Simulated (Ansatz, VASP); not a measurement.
## One calculation of SbO5, two programs

```
CELL_PARAMETERS angstrom
3.31549 0.00000 0.00000
-1.65774 2.87129 0.00000
0.00000 0.00000 10.14796
ATOMIC_POSITIONS crystal
Sb 0.00000 0.00000 0.00000
O 0.66667 0.33333 0.88112
O 0.00000 0.00000 0.56355
O 0.66667 0.33333 0.50000
O 0.00000 0.00000 0.43645
O 0.66667 0.33333 0.11888
```

Change from the starting cell: species swapped into the MgCd5 type (P-6m2, No. 187).

Alike in both runs: functional PBE; k mesh 6 × 6 × 2; occupations gaussian, width 0.1 eV; no spin polarisation.

Ansatz relaxed the structure, and its values are those at the end. VASP's run is a single point on that final structure, the one shown.

|  | VASP | Ansatz |
| --- | --- | --- |
| version | VASP 6.6.1 | Ansatz 0.2.0 |
| potentials or method | VASP PAW PBE potentials, release 64 (Sb, O), cutoff 520 eV | scalar-relativistic, plane waves, PAW |
| valence electrons in the cell | 35 | 45 |

VASP gave:

```
gap on the k mesh at the Fermi level (eV) : none
pressure (GPa)                            : 0.0
rms of the force components (eV/Å)        : 0.218
```

Task: What did Ansatz give for the same quantities?

Result: gap on the k mesh at the Fermi level (eV): none; pressure (GPa): 0.1; rms of the force components (eV/Å): 0.006.

A gap of «none» marks a metal or a gap that the smearing closes. One of these differences is far larger than is usual between the two programs; its cause wasn't traced. The functional is the same, so the differences come from potentials, cutoffs and numerics. VASP's potentials hold 35 valence electrons a cell and Ansatz's 45, so a difference there can come from the potentials and not from the codes.

The k mesh is coarse, so the values compare programs but aren't converged. Neither program's run includes spin-orbit coupling.
